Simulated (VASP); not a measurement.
## MgS: elastic constants with LDA

MgS:

```
Mg S
1.0
     0.00000    2.52697    2.52697
     2.52697    0.00000    2.52697
     2.52697    2.52697    0.00000
Mg S
1 1
Direct
  0.00000 0.00000 0.00000
  0.50000 0.50000 0.50000
```

| Item | Value |
| --- | --- |
| Program | VASP 6.6.1 |
| Task | elastic constants |
| Functional | LDA |
| Potentials or basis | VASP PAW LDA potentials, release 64 (Mg, S) |
| Cutoff | 600 eV |
| k mesh | 8 × 8 × 8 |
| Occupations | gaussian, width 0.01 eV |
| Spin | no spin polarisation |
| Dipole correction | no |
| Ions in elastic constants | relaxed |
| Further INCAR settings | ALGO = Normal; EDIFF = 1e-08; IBRION = 6; POTIM = 0.015; NSW = 1; ISIF = 3 |

| Item | Value |
| --- | --- |
| Elastic constants C11, C12, C44 | 198, 45, 60 GPa |
| Voigt bulk modulus | 96 GPa |
| Highest phonon frequency at Γ, LO-TO splitting left out | 284 cm⁻¹ |

Phonon frequencies in cm⁻¹ (negative: imaginary):
```
              q point        frequencies
(0.000, 0.000, 0.000)  0 0 0 284 284 284
```

Elastic tensor in Voigt notation (GPa, in the Cartesian axes of the cell as first typed):
```
198  45  45   0   0   0
 45 198  45   0   0   0
 45  45 198   0   0   0
  0   0   0  60   0   0
  0   0   0   0  60   0
  0   0   0   0   0  60
```

Clamped-ion elastic tensor (GPa):
```
198  45  45   0   0   0
 45 198  45   0   0   0
 45  45 198   0   0   0
  0   0   0  60   0   0
  0   0   0   0  60   0
  0   0   0   0   0  60
```

It took 2.6 min on 1 thread of Intel(R) Xeon(R) 6975P-C (Granite Rapids), on a shared host, peak memory 0.23 GiB.

Caveat: the cell is under stress, which shifts elastic constants.
